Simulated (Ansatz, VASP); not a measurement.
# One calculation of Te2Pt, two programs

```
CELL_PARAMETERS angstrom
3.94070 0.00000 0.00000
-1.97035 3.41274 0.00000
0.00000 0.00000 29.36000
ATOMIC_POSITIONS crystal
Te 0.33333 0.66667 0.23847
Te 0.66667 0.33333 0.33306
Pt 0.00000 0.00000 0.28576
```

Alike in both runs: functional PBEsol; dispersion D4; k mesh 12 × 12 × 1; occupations gaussian, width 0.03 eV; no spin polarisation.

Ansatz relaxed the structure, and its values are those at the end. VASP's run is a single point on that final structure, the one shown.

|  | VASP | Ansatz |
| --- | --- | --- |
| version | VASP 6.6.1 | Ansatz 0.2.0 |
| potentials or method | VASP PAW PBE potentials, release 64 (Te, Pt), cutoff 400 eV | scalar-relativistic, plane waves, PAW |
| valence electrons in the cell | 22 | 50 |

```tsv
	VASP	Ansatz	Ansatz less VASP
gap on the k mesh at the Fermi level (eV)	0.64	0.65	+0.004
least direct gap on the mesh (eV)	1.26	1.27	+0.001
```

VASP's potentials were made for PBE, not for PBEsol, and Ansatz warns of the same on its side. VASP's potentials hold 22 valence electrons a cell and Ansatz's 50, so a difference there can come from the potentials and not from the codes. Ansatz's warnings: slab cell height set, structure snapped to symmetry.

Neither program's run includes spin-orbit coupling.
